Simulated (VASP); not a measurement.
Here is a VASP 6.6.1 calculation.

Contents of INCAR:

```
SYSTEM = Ir3Rh2
PREC = Accurate ; ENCUT = 520
EDIFF = 1E-6 ; ISMEAR = 0
SIGMA = 0.1 ; LREAL = .False.
LASPH = .True. ; NELM = 80
ALGO = Fast ; ISIF = 2
LWAVE = .False. ; LCHARG = .False.
GGA = PE ; NBANDS = 36
```

File KPOINTS:

```
Automatic mesh
0
Gamma
  8 8 8
  0 0 0
```

The input POSCAR:

```
Ir3Rh2
1.0
   -1.3512012300      1.3512012300      9.5544355300
    1.3512012300     -1.3512012300      9.5544355300
    1.3512012300      1.3512012300     -9.5544355300
Ir Rh
3 2
Direct
    0.9000000000      0.9000000000      0.0000000000
    0.1000000000      0.1000000000      0.0000000000
    0.5000000000      0.5000000000      0.0000000000
    0.3000000000      0.3000000000      0.0000000000
    0.7000000000      0.7000000000      0.0000000000
```

Potentials or basis: VASP PAW PBE potentials, release 64 (Ir, Rh_pv).

Launch:

```console
$ cat potpaw_PBE.64/Ir/POTCAR potpaw_PBE.64/Rh_pv/POTCAR > POTCAR
$ mpirun -np 1 vasp_std > vasp.out
```

What does it give for the largest force?

0.261 eV/Å.

What does it give for the band gap on the k mesh?

Zero (an odd number of electrons rules out a gap without spin polarisation).

Estimate the pressure.

9.2 GPa.

Stress tensor (GPa, compression positive):
```
9.78 0.00 0.00
0.00 9.78 0.00
0.00 0.00 8.13
```

Caveat: the cell stands under pressure; spin-orbit coupling is left out, which moves the levels of the heavy elements.
